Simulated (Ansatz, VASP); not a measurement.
## Two plane-wave programs on Cd2S

Contents of INCAR:

```
SYSTEM = Cd2S
PREC = Accurate ; ENCUT = 520
EDIFF = 1E-6 ; ISMEAR = 0
SIGMA = 0.03 ; LREAL = .FALSE.
LASPH = .TRUE. ; NELM = 100
ALGO = Normal ; ISIF = 2
LWAVE = .FALSE. ; LCHARG = .FALSE.
NBANDS = 22
```

The input KPOINTS:

```
Automatic mesh
0
G
  12 12 6
  0 0 0
```

Contents of POSCAR:

```
Cd2S
1.0
    3.9626700490      0.0000000000      0.0000000000
   -1.9813350245      3.4317729293      0.0000000000
    0.0000000000      0.0000000000      5.8091920000
Cd S
2 1
Direct
    0.6666666667      0.3333333333      0.5787350000
    0.3333333333      0.6666666667      0.9327170000
    0.3333333333      0.6666666667      0.3743120490
```

Input for Ansatz:

```yaml
crystal:
  lattice:
    - [3.962670049, 0.0, 0.0]
    - [-1.9813350245, 3.4317729293, 0.0]
    - [0.0, 0.0, 5.809192]
  atoms:
    - { symbol: Cd, position: [0.6666666667, 0.3333333333, 0.578735] }
    - { symbol: Cd, position: [0.3333333333, 0.6666666667, 0.932717] }
    - { symbol: S, position: [0.3333333333, 0.6666666667, 0.374312049] }
basis:
  ecutwfc: 420
kpoints:
  mp_grid: { grid: [12, 12, 6] }
hamiltonian:
  xc: lda
scf:
  occupations: { method: gaussian, width: 0.03 }
output:
  forces: true
  stress: true
  eigenvalues: true
```

Change from the starting cell: all S atoms moved -0.050 Å, as atom 3 towards its neighbour atom 2 (Cd) at 2.515 Å.

Alike in both runs: task single point; functional LDA; k mesh 12 × 12 × 6; occupations gaussian, width 0.03 eV; no spin polarisation.

|  | VASP | Ansatz |
| --- | --- | --- |
| version | VASP 6.6.1 | Ansatz 0.2.0 |
| potentials or method | VASP PAW LDA potentials, release 64 (Cd, S), cutoff 520 eV | scalar-relativistic, plane waves, PAW |
| valence electrons in the cell | 30 | 46 |

|  | VASP | Ansatz | Ansatz less VASP |
| --- | --- | --- | --- |
| gap on the k mesh at the Fermi level (eV) | 0.17 | 0.19 | +0.022 |
| least direct gap on the mesh (eV) | 0.43 | 0.46 | +0.023 |
| pressure (GPa) | -4.4 | -4.7 | -0.32 |
| traceless stress, the component that is largest in VASP (GPa) | -1.43 | -1.51 | -0.083 |
| rms of the force components (eV/Å) | 0.070 | 0.071 | +0.0005 |

LDA's correlation is that of Perdew and Zunger in VASP and of Perdew and Wang (1992) in Ansatz. Atom by atom the forces differ by 0.011 eV/Å (rms over components). VASP's potentials hold 30 valence electrons a cell and Ansatz's 46, so a difference there can come from the potentials and not from the codes.
